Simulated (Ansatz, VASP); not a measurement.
# CdO2 in VASP and in Ansatz

```
CELL_PARAMETERS angstrom
3.49925 0.00000 0.00000
-1.74963 3.03044 0.00000
0.00000 0.00000 4.17555
ATOMIC_POSITIONS crystal
Cd 0.00000 0.00000 0.00000
O 0.66667 0.33333 0.75578
O 0.33333 0.66667 0.24422
```

Alike in both runs: task single point; functional r2SCAN; k mesh 10 × 10 × 7; occupations gaussian, width 0.02 eV; no spin polarisation.

```csv
,VASP,Ansatz
version,VASP 6.6.1,Ansatz 0.2.0
potentials or method,"VASP PAW PBE potentials, release 64 (Cd, O), cutoff 520 eV","plane waves, PAW"
valence electrons in the cell,24,32
```

|  | VASP | Ansatz | Ansatz less VASP |
| --- | --- | --- | --- |
| pressure (GPa) | -9.9 | -11.1 | -1.26 |
| traceless stress, the component that is largest in VASP (GPa) | 0.34 | 0.97 | +0.636 |

VASP's potentials were made for PBE, not for r2SCAN. With one functional, cell and mesh, what is left measures potentials, basis and numerics. VASP's potentials hold 24 valence electrons a cell and Ansatz's 32, so a difference there can come from the potentials and not from the codes.
